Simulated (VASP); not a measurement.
**TePb: single point with PBE**

The system is TePb.

```xyz
2
Lattice="0.0000 3.1371 3.1371 3.1371 0.0000 3.1371 3.1371 3.1371 0.0000" Properties=species:S:1:pos:R:3 pbc="T T T"
Pb    0.0000    0.0000    0.0000
Te    3.1371    3.1371    3.1371
```

This cell differs from its parent crystal: strain -4.0%.

- Program: VASP 6.6.1
- Task: single point
- Functional: PBE
- Potentials or basis: VASP PAW PBE potentials, release 64 (Pb_d, Te)
- Cutoff: 520 eV
- k mesh: 4 × 4 × 4
- Occupations: gaussian, width 0.01 eV
- Spin: no spin polarisation

The pressure is 7.3 GPa and the band gap on the k mesh is 0.52 eV, direct.

Levels at points of the mesh, in eV from the valence-band top:
| k point | band 6 | band 7 | band 8 | band 9 | band 10 | band 11 | band 12 | band 13 | band 14 | band 15 |
| --- | --- | --- | --- | --- | --- | --- | --- | --- | --- | --- |
| (0.00, 0.00, 0.00) | -12.84 | -5.39 | -1.74 | -1.74 | -1.74 | 4.13 | 4.13 | 4.13 | 5.54 | 5.54 |
| (0.50, 0.00, 0.00) | -11.16 | -9.14 | -1.21 | -1.21 | 0.00 | 0.52 | 1.00 | 1.00 | 8.45 | 9.16 |
| (0.50, 0.50, 0.00) | -10.80 | -7.48 | -5.27 | -3.37 | -3.37 | 2.85 | 5.77 | 5.77 | 7.20 | 10.27 |

It took 12 s on 1 thread of AMD EPYC 7R13, on a shared host, peak memory 0.2 GiB.

Caveat: the k points lie up to 0.43 Å⁻¹ apart; the cell differs from its parent crystal (strain -4.0%); spin-orbit coupling is left out, which moves the levels of the heavy elements. A k mesh can miss the band edges.
